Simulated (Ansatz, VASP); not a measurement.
## Ba in VASP and in Ansatz

File INCAR:

```
SYSTEM = Ba
AGGAC = 1.0
AGGAX = 1.0
ALDAC = 0.0
ALDAX = 1.0
ALGO = Normal
EDIFF = 1E-6
EDIFFG = -0.01
ENCUT = 600
GGA = B5
IBRION = 2
ISIF = 3
ISMEAR = -1
LASPH = .TRUE.
LCHARG = .FALSE.
LREAL = .FALSE.
LWAVE = .FALSE.
NELM = 80
NSW = 80
PREC = Accurate
SIGMA = 0.1
```

KPOINTS

```
k-points
0
G
  8 8 5
  0 0 0
```

POSCAR

```
Ba
1.0
    4.4544873730      0.0000000000      0.0000000000
   -2.2272436865      3.8576992259      0.0000000000
    0.0000000000      0.0000000000      7.2741778801
Ba
2
Direct
    0.3333333333      0.6666666667      0.2500000000
    0.6666666667      0.3333333333      0.7500000000
```

Input for Ansatz:

```yaml
crystal:
  lattice:
    - [4.454487373, 0.0, 0.0]
    - [-2.2272436865, 3.8576992259, 0.0]
    - [0.0, 0.0, 7.2741778801]
  atoms:
    - { symbol: Ba, position: [0.3333333333, 0.6666666667, 0.25] }
    - { symbol: Ba, position: [0.6666666667, 0.3333333333, 0.75] }
hamiltonian:
  xc: blyp
  pseudopotentials:
    kind: paw
    azcp:
      Ba: "pseudopotentials/Ba.paw.azcp"
basis:
  ecutwfc: 420
  fft_grid_basis: typed
kpoints:
  mp_grid: { grid: [8, 8, 5], shift: [0, 0, 0] }
magnetization:
  spin_polarized: false
scf:
  occupations: { method: fermi_dirac, width: 0.1 }
relax:
  max_steps: 60
  f_tol: 0.01
  cell: {}
```

Alike in both runs: task relaxation of cell and atoms; functional BLYP; k mesh 8 × 8 × 5; occupations fermi-dirac, width 0.1 eV; no spin polarisation.

|  | VASP | Ansatz |
| --- | --- | --- |
| version | VASP 6.6.1 | Ansatz 0.2.0 |
| potentials or method | VASP PAW PBE potentials, release 64 (Ba_sv), cutoff 600 eV | plane waves (420 eV) with PAW, scalar-relativistic |
| valence electrons in the cell | 20 | 20 |

```tsv
	VASP	Ansatz	Ansatz less VASP
relaxed volume (Å³/atom)	67.46	66.85	-0.611
relaxed cell length with the largest relative difference (Å)	4.568	4.553	-0.0158
```

VASP's potentials were made for PBE, not for BLYP.

Spin-orbit coupling is off throughout.
